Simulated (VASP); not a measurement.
# Ni (P6_3/mmc) in VASP: notebook

The runs below take Ni through single point, with LDA, BLYP, PBEsol.

Everything below comes from runs of VASP 6.6.1. Logs are shortened: lines on timing, memory, paths and dates and some standing lists are left out, and cuts for length are marked.

## 1. The cell of the first run

It takes space group P6_3/mmc (No. 194, hexagonal). Conventional cell: a = 2.448 Å, b = 2.448 Å, c = 4.073 Å, α = 90.00°, β = 90.00°, γ = 120.00°. Within 3.2 Å of Ni (site symmetry -6m2) lie 12 Ni at 2.45 to 2.48 Å.

This isn't the form of Ni at room conditions, which is fcc.

## 2. Single point, LDA, collinear spin, ferromagnetic start

File INCAR:

```
PREC = Accurate ; ENCUT = 520
EDIFF = 1E-6 ; ISMEAR = -1
SIGMA = 0.1 ; LREAL = F
LASPH = T ; NELM = 150
ALGO = Normal ; ISIF = 2
LWAVE = F ; LCHARG = T
ISPIN = 2 ; MAGMOM = 2 2
LORBIT = 11 ; LMAXMIX = 4
LELF = T ; LVHAR = T
NBANDS = 21
```

File KPOINTS:

```
Automatic mesh
0
Gamma
  15 15 8
```

File POSCAR:

```
Ni
1.0
    2.4480230000      0.0000000000      0.0000000000
   -1.2240110000      2.1200500000      0.0000000000
    0.0000000000      0.0000000000      4.0728080000
Ni
2
Direct
    0.3333333333      0.6666666667      0.2500000000
    0.6666666667      0.3333333333      0.7500000000
```

Potentials or basis: VASP PAW LDA potentials, release 64 (Ni).

On the command line:

```
cat potpaw_LDA.64/Ni/POTCAR > POTCAR
mpirun -np 1 vasp_std > vasp.out
```

OUTCAR:

```text
PREC = Accurate
   ENCUT = 520
   EDIFF = 1E-6
   ISMEAR = -1
   LREAL = F
   LASPH = T
   NELM = 150
   ISIF = 2
   ISPIN = 2
   LORBIT = 11

 ion  position               nearest neighbor table
   1  0.333  0.667  0.250-   2 2.48   2 2.48   2 2.48   2 2.48   2 2.48   2 2.48
   2  0.667  0.333  0.750-   1 2.48   1 2.48   1 2.48   1 2.48   1 2.48   1 2.48

  LATTYP: Found a hexagonal cell.
 ALAT       =     2.4480230000
 C/A-ratio  =     1.6637131269

  Lattice vectors:

 A1 = (   2.4480230000,   0.0000000000,   0.0000000000)
 A2 = (  -1.2240110000,   2.1200500000,   0.0000000000)
 A3 = (   0.0000000000,   0.0000000000,   4.0728080000)

Analysis of symmetry for initial positions (statically):
=====================================================================
 Subroutine PRICEL returns:
 Original cell was already a primitive cell.

 Routine SETGRP: Setting up the symmetry group for a
 hexagonal supercell.

 Subroutine GETGRP returns: Found 24 space group operations
 (whereof 12 operations were pure point group operations)
 out of a pool of 24 trial point group operations.

The static configuration has the point symmetry D_3d.
 The point group associated with its full space group is D_6h.

Analysis of symmetry for dynamics (positions and initial velocities):
=====================================================================
 Subroutine PRICEL returns:
 Original cell was already a primitive cell.

 Routine SETGRP: Setting up the symmetry group for a
 hexagonal supercell.

 Subroutine GETGRP returns: Found 24 space group operations
 (whereof 12 operations were pure point group operations)
 out of a pool of 24 trial point group operations.

The dynamic configuration has the point symmetry D_3d.
 The point group associated with its full space group is D_6h.

Analysis of structural, dynamic, and magnetic symmetry:
=====================================================================
 Subroutine PRICEL returns:
 Original cell was already a primitive cell.

 Routine SETGRP: Setting up the symmetry group for a
 hexagonal supercell.

 Subroutine GETGRP returns: Found 24 space group operations
 (whereof 12 operations were pure point group operations)
 out of a pool of 24 trial point group operations.

The overall configuration has the point symmetry D_3d.
 The point group associated with its full space group is D_6h.

 Subroutine INISYM returns: Found 24 space group operations
 (whereof 12 operations are pure point group operations),
 and found     1 'primitive' translations

----------------------------------------------------------------------------------------

                                     Primitive cell

  volume of cell :      21.1376

  direct lattice vectors                    reciprocal lattice vectors
     2.448023000  0.000000000  0.000000000     0.408492894  0.235843398  0.000000000
    -1.224011000  2.120050000  0.000000000     0.000000000  0.471686989  0.000000000
     0.000000000  0.000000000  4.072808000     0.000000000  0.000000000  0.245530848

  length of vectors
     2.448023000  2.448022657  4.072808000     0.471686922  0.471686989  0.245530848

  position of ions in fractional coordinates (direct lattice)
     0.333333333  0.666666667  0.250000000
     0.666666667  0.333333333  0.750000000

  ion indices of the primitive-cell ions
   primitive index   ion index
                 1           1
                 2           2

----------------------------------------------------------------------------------------

 KPOINTS: Automatic mesh

Automatic generation of k-mesh.
 Grid dimensions read from file:
 generate k-points for:   15   15    8

 Generating k-lattice:

  Cartesian coordinates                     Fractional coordinates (reciprocal lattice)
     0.027232860  0.015722893  0.000000000     0.066666667  0.000000000  0.000000000
     0.000000000  0.031445799  0.000000000     0.000000000  0.066666667  0.000000000
     0.000000000  0.000000000  0.030691356     0.000000000  0.000000000  0.125000000

  Length of vectors
     0.031445795  0.031445799  0.030691356

  Shift w.r.t. Gamma in fractional coordinates (k-lattice)
     0.000000000  0.000000000  0.000000000

 Subroutine IBZKPT returns following result:
 ===========================================

 Found    135 irreducible k-points:

 Following reciprocal coordinates:
            Coordinates               Weight
  0.000000  0.000000  0.000000      1.000000
  0.066667 -0.000000  0.000000      6.000000
  0.133333  0.000000  0.000000      6.000000
  0.200000  0.000000  0.000000      6.000000
  0.266667  0.000000  0.000000      6.000000
  0.333333 -0.000000  0.000000      6.000000
[... 16 lines left out ...]
  0.333333  0.200000  0.000000     12.000000
  0.400000  0.200000  0.000000      6.000000
 [... further k-points ...]
   k-points           NKPTS =    135   k-points in BZ     NKDIM =    135   number of bands    NBANDS=     21
   number of dos      NEDOS =    301   number of ions     NIONS =      2
   total plane-waves  NPLWV =   9720
   dimension x,y,z NGX =    18 NGY =   18 NGZ =   30
   dimension x,y,z NGXF=    36 NGYF=   36 NGZF=   60
   ions per type =               2
   NGX,Y,Z   is equivalent  to a cutoff of  12.22, 12.22, 12.25 a.u.
   NGXF,Y,Z  is equivalent  to a cutoff of  24.45, 24.45, 24.49 a.u.
 SYSTEM =  unknown system
   PREC   = accura    normal or accurate (medium, high low for compatibility)
   ISTART =      0    job   : 0-new  1-cont  2-samecut
   ICHARG =      2    charge: 1-file 2-atom 10-const
   ISPIN  =      2    spin polarized calculation?
   LNONCOLLINEAR =      F non collinear calculations
   LSORBIT =      F    spin-orbit coupling
   LASPH  =      T    aspherical Exc in radial PAW
   ENCUT  =  520.0 eV  38.22 Ry    6.18 a.u.   4.55  4.55  7.57*2*pi/ulx,y,z
   NELM   =    150;   NELMIN=  2; NELMDL= -5     # of ELM steps
   EDIFF  = 0.1E-05   stopping-criterion for ELM
   LREAL  =      F    real-space projection
   EDIFFG = 0.1E-04   stopping-criterion for IOM
   NSW    =      0    number of steps for IOM
   IBRION =     -1    ionic relax: 0-MD 1-quasi-New 2-CG
   NFREE  =      0    steps in history (QN), initial steepest desc. (CG)
   ISIF   =      2    stress and relaxation
   ISYM   =      2    0-nonsym 1-usesym 2-fastsym
   POTIM  = 0.5000    time-step for ionic-motion
   TEBEG  =    0.0;   TEEND  =   0.0 temperature during run
   PSTRESS=    0.0 pullay stress
   NELECT =      20.0000    total number of electrons
   NUPDOWN=      -1.0000    fix difference up-down
   EMIN   =  10.00;   EMAX   =-10.00  energy-range for DOS
   EFERMI =   0.00;   METHOD = LEGACY
   ISMEAR =    -1;   SIGMA  =   0.10  broadening in eV -4-tet -1-fermi 0-gaus
   EFERMI_NEDOS =   21; number of points for ismear=-14 and -15
   IALGO  =     38    algorithm
   IMIX   =      4    mixing-type and parameters
     AMIX     =   0.40;   BMIX     =  1.00
     AMIX_MAG =   1.60;   BMIX_MAG =  1.00
  volume/ion in A,a.u.               =      10.57        71.32
  Fermi-wavevector in a.u.,A,eV,Ry     =   1.607187  3.037142 35.144515  2.583049
  Thomas-Fermi vector in A             =   2.703255
   LORBIT       =     11    0 simple, 1 ext, 2 COOP (PROOUT), +10 PAW based schemes
   GGA     = CA    functional components
   LHFCALC =     F    Hartree Fock is set to
   AEXX    =    0.0000 exact exchange contribution
   IVDW    =     0    specifies the selected vdW correction
   LEPSILON=     F    determine dielectric tensor
   LRPA    =     F    only Hartree local field effects (RPA)
 spin polarized calculation
  energy-cutoff  :      520.00
  volume of cell :       21.14
 maximum number of plane-waves:       592
   NGX =  9   NGY =  9   NGZ = 15

 number of electron      19.9999997 magnetization       1.1804053

 Free energy of the ion-electron system (eV)
  ---------------------------------------------------
  ext. energy  EPLUGINS =         0.00000000
  ---------------------------------------------------
  free energy    TOTEN  =       -13.13522848 eV

  energy without entropy =      -13.01190155  energy(sigma->0) =      -13.07356502

 E-fermi :   9.4550     XC(G=0): -13.7838

 val. band max:        9.4538136689   @ k =   0.2000   0.0667   0.2500
 cond. band min:       9.4561873801   @ k =   0.0000   0.0000   0.0000
 fundamental gap:      0.0023737112
 Fermi energy:         9.4550356901

 spin component 1

 k-point     1 :       0.0000    0.0000    0.0000
  band No.  band energies     occupation
      1       0.2573      1.00000
      2       4.4836      1.00000
      3       6.9696      1.00000
      4       7.1313      1.00000
      5       7.1313      1.00000
      6       7.3979      1.00000
[... 13 lines left out ...]
     20      36.1993      0.00000
     21      40.1202      0.00000

 k-point     2 :       0.0667   -0.0000    0.0000
  band No.  band energies     occupation
      1       0.4174      1.00000
      2       4.5859      1.00000
      3       6.8969      1.00000
      4       7.1855      1.00000
      5       7.2026      1.00000
      6       7.3602      1.00000
[... 13 lines left out ...]
     20      38.4197      0.00000
     21      38.6667      0.00000

 k-point     3 :       0.1333    0.0000    0.0000
  band No.  band energies     occupation
      1       0.8886      1.00000
      2       4.8632      1.00000
      3       6.7282      1.00000
      4       7.1514      1.00000
      5       7.2072      1.00000
      6       7.3795      1.00000
[... 13 lines left out ...]
     20      38.5423      0.00000
     21      39.2657      0.00000
[... 457 lines left out ...]
 k-point    23 :       0.3333    0.2000    0.0000
  band No.  band energies     occupation
      1       5.3043      1.00000
      2       5.5127      1.00000
      3       5.5598      1.00000
      4       6.2792      1.00000
      5       6.8718      1.00000
      6       7.1414      1.00000
[... 13 lines left out ...]
     20      39.1283      0.00000
     21      42.9116      0.00000

 k-point    24 :       0.4000    0.2000    0.0000
  band No.  band energies     occupation
      1       5.4275      1.00000
      2       5.4853      1.00000
      3       5.5045      1.00000
      4       6.4183      1.00000
      5       6.9157      1.00000
      6       7.0314      1.00000
[... 13 lines left out ...]
     20      39.0467      0.00000
     21      43.3822      0.00000

 [... further k-points ...]

 spin component 2

 k-point     1 :       0.0000    0.0000    0.0000
  band No.  band energies     occupation
      1       0.3041      1.00000
      2       4.8347      1.00000
      3       7.5428      1.00000
      4       7.6984      1.00000
      5       7.6984      1.00000
      6       7.9796      1.00000
[... 13 lines left out ...]
     20      36.3344      0.00000
     21      40.2650      0.00000

 k-point     2 :       0.0667   -0.0000    0.0000
  band No.  band energies     occupation
      1       0.4644      1.00000
      2       4.9418      1.00000
      3       7.4598      1.00000
      4       7.7598      1.00000
      5       7.7720      1.00000
      6       7.9386      1.00000
[... 13 lines left out ...]
     20      38.4460      0.00000
     21      38.7722      0.00000

 k-point     3 :       0.1333    0.0000    0.0000
  band No.  band energies     occupation
      1       0.9366      1.00000
      2       5.2342      1.00000
      3       7.2740      1.00000
      4       7.5236      1.00000
      5       7.7771      1.00000
      6       7.9608      1.00000
[... 13 lines left out ...]
     20      38.6758      0.00000
     21      39.3747      0.00000
[... 457 lines left out ...]
 k-point    23 :       0.3333    0.2000    0.0000
  band No.  band energies     occupation
      1       5.6023      1.00000
      2       5.9479      1.00000
      3       6.0076      1.00000
      4       6.6535      1.00000
      5       7.3874      1.00000
      6       7.6539      1.00000
[... 13 lines left out ...]
     20      39.2539      0.00000
     21      42.9411      0.00000

 k-point    24 :       0.4000    0.2000    0.0000
  band No.  band energies     occupation
      1       5.7860      1.00000
      2       5.9244      1.00000
      3       5.9455      1.00000
      4       6.7679      1.00000
      5       7.4377      1.00000
      6       7.5318      1.00000
[... 13 lines left out ...]
     20      39.1740      0.00000
     21      43.4087      0.00000

 [... further k-points ...]
[... 5 lines left out ...]
  --------------------------------------------------------------------------------------
  -------------------------------------------------------------------------------------
  Total       -1.2353505     -1.2353504     -1.7156138     -0.0000003     -0.0000000      0.0000000
  in kB      -93.6365135    -93.6365041   -130.0392856     -0.0000221     -0.0000000      0.0000000
  external PRESSURE =    -105.7707677 kB  Pullay stress =       0.0000000 kB

 VOLUME and BASIS-vectors are now :
 -----------------------------------------------------------------------------
  energy-cutoff  :      520.00
  volume of cell :       21.14
      direct lattice vectors                 reciprocal lattice vectors
     2.448023000  0.000000000  0.000000000     0.408492894  0.235843398  0.000000000
    -1.224011000  2.120050000  0.000000000     0.000000000  0.471686989  0.000000000
     0.000000000  0.000000000  4.072808000     0.000000000  0.000000000  0.245530848

 POSITION                                       TOTAL-FORCE (eV/Angst)
 -----------------------------------------------------------------------------------
      0.00000      1.41337      1.01820         0.000000     -0.000000      0.000000
      1.22401      0.70668      3.05461        -0.000000      0.000000      0.000000
 -----------------------------------------------------------------------------------
    total drift:                               -0.000000      0.000000     -0.000000

  FREE ENERGIE OF THE ION-ELECTRON SYSTEM (eV)
  ---------------------------------------------------
  free  energy   TOTEN  =       -13.1352284842 eV

  energy  without entropy=      -13.0119015545  energy(sigma->0) =      -13.07356502

 total charge

# of ion       s       p       d       tot
------------------------------------------
    1        0.511   0.522   8.341   9.374
    2        0.511   0.522   8.341   9.374
--------------------------------------------------
tot          1.022   1.043  16.683  18.748

 magnetization (x)

# of ion       s       p       d       tot
------------------------------------------
    1       -0.004  -0.017   0.613   0.593
    2       -0.004  -0.017   0.613   0.593
--------------------------------------------------
tot         -0.007  -0.034   1.227   1.185
```

It took 2.7 min on 1 thread of Intel Xeon 8259CL, shared host; peak memory 0.19 GiB.

What came out:

```yaml
Free_energy: -13.1352 eV
Pressure: -10.6 GPa
Net_moment: 1.18 μB per cell
Site_moments: Ni +0.59 μB
Valence_electrons_inside_the_program's_atomic_spheres: Ni 9.37
```

Caveat: the cell stands under tension.

## 3. Single point, BLYP, collinear spin, ferromagnetic start

File INCAR:

```
SYSTEM = Ni
PREC     = Accurate       ! precision mode
ENCUT    = 520            ! plane-wave cutoff, eV
EDIFF    = 1E-6           ! SCF threshold, eV
ISMEAR   = -1             ! smearing method
SIGMA    = 0.1            ! smearing width, eV
LREAL    = .FALSE.        ! projectors in reciprocal space
LASPH    = .TRUE.         ! aspherical terms in the spheres
NELM     = 150            ! most SCF steps
ALGO     = Normal         ! electronic algorithm
ISIF     = 2              ! what is computed and relaxed
LWAVE    = .FALSE.        ! write WAVECAR
LCHARG   = .FALSE.        ! write CHGCAR
ISPIN    = 2              ! spin polarisation
MAGMOM   = 2 2            ! initial moments
LORBIT   = 11             ! projections on sites
LMAXMIX  = 4              ! l up to which the mixer works
GGA      = B5             ! functional
ALDAX    = 1.0          
AGGAX    = 1.0          
AGGAC    = 1.0          
ALDAC    = 0.0          
NBANDS   = 21             ! bands
```

File KPOINTS:

```
regular mesh
0
G
  15 15 8
  0 0 0
```

POSCAR is that of step 2.

Potentials or basis: VASP PAW PBE potentials, release 64 (Ni).

On the command line:

```
cat potpaw_PBE.64/Ni/POTCAR > POTCAR
mpirun -np 1 vasp_std > vasp.out
```

It took 3.1 min on 1 thread of Intel Xeon 8259CL, shared host; peak memory 0.2 GiB.

Results (log left out):

| Item | Value |
| --- | --- |
| Free energy | -9.1387 eV |
| Pressure | 17.5 GPa |
| Net moment | 1.20 μB per cell |
| Site moments | Ni +0.61 μB |
| Valence electrons inside the program's atomic spheres | Ni 9.40 |

Stress tensor (GPa, compression positive):
```
18.61  0.00  0.00
 0.00 18.61  0.00
 0.00  0.00 15.18
```

Levels at points of the mesh, in eV from the Fermi level:
Spin up:
```
           k point  band 7  band 8  band 9  band 10  band 11  band 12  band 13  band 14  band 15  band 16
(0.00, 0.00, 0.00)   -2.11   -1.62   -1.62    -0.67    -0.67    -0.30     5.66    23.50    25.29    25.29
(0.00, 0.00, 0.50)   -2.41   -2.41   -0.97    -0.97    -0.97    -0.97    14.39    14.39    24.17    24.17
```
Spin down:
```
           k point  band 7  band 8  band 9  band 10  band 11  band 12
(0.00, 0.00, 0.00)   -1.47   -1.00   -1.00    -0.32    -0.02    -0.02
(0.00, 0.00, 0.50)   -1.78   -1.78   -0.32    -0.32    -0.32    -0.32
```

Caveat: the cell stands under pressure; the PAW data sets were made with another functional, which shifts forces and pressure a little.

## 4. Single point, PBEsol, collinear spin, ferromagnetic start

File INCAR:

```
SYSTEM = Ni
  ALGO = Normal
  EDIFF = 1E-6
  ENCUT = 520
  GGA = PS
  ISIF = 2
  ISMEAR = -1
  ISPIN = 2
  LASPH = .TRUE.
  LCHARG = .FALSE.
  LMAXMIX = 4
  LORBIT = 11
  LREAL = .FALSE.
  LWAVE = .FALSE.
  MAGMOM = 2 2
  NBANDS = 21
  NELM = 150
  PREC = Accurate
  SIGMA = 0.1
```

File KPOINTS:

```
k-points
0
G
  15 15 8
  0 0 0
```

POSCAR is that of step 3.

On the command line:

```
cat potpaw_PBE.64/Ni/POTCAR > POTCAR
mpirun -np 1 vasp_std > vasp.out
```

Run time: 2.9 min. Hardware: 1 thread of Intel Xeon 8259CL, shared host; peak memory 0.2 GiB.

It converged, with:

* Free energy: -12.2800 eV
* Pressure: -2.9 GPa
* Net moment: 1.25 μB per cell
* Site moments: Ni +0.63 μB
* Valence electrons inside the program's atomic spheres: Ni 9.37

Stress tensor (GPa, compression positive):
```
-1.62  0.00  0.00
 0.00 -1.62  0.00
 0.00  0.00 -5.49
```

Levels at points of the mesh, in eV from the Fermi level:
Spin up:
```tsv
k point	band 8	band 9	band 10	band 11	band 12	band 13	band 14	band 15
(0.00, 0.00, 0.00)	-1.64	-1.64	-0.70	-0.70	-0.60	5.58	23.04	25.25
(0.00, 0.00, 0.50)	-2.43	-1.00	-1.00	-1.00	-1.00	14.18	14.18	23.76
```
Spin down:
```csv
k point,band 7,band 8,band 9,band 10,band 11,band 12
"(0.00, 0.00, 0.00)",-1.46,-0.97,-0.97,-0.63,0.01,0.01
"(0.00, 0.00, 0.50)",-1.77,-1.77,-0.30,-0.30,-0.30,-0.30
```

Caveat: the PAW data sets were made with another functional, which shifts forces and pressure a little.

## 5. The runs side by side

```csv
level,potentials or basis,gap on the mesh (eV),pressure (GPa),moment (μB)
LDA,"VASP PAW LDA potentials, release 64 (Ni)",none,-10.6,1.18
BLYP,"VASP PAW PBE potentials, release 64 (Ni)",none,17.5,1.20
PBEsol,"VASP PAW PBE potentials, release 64 (Ni)",none,-2.9,1.25
```

Alike in all rows: task single point; spin collinear, ferromagnetic start; cell as given; k mesh 15 × 15 × 8; cutoff (eV) 520; smearing fermi-dirac 0.1 eV.

Caveats: the PAW data sets were made with another functional, which shifts forces and pressure a little (at least some runs); the cell stands under tension (at least some runs); the cell stands under pressure (at least some runs).

Total energies depend on the potentials used, so only differences within one code and one set of settings carry meaning.
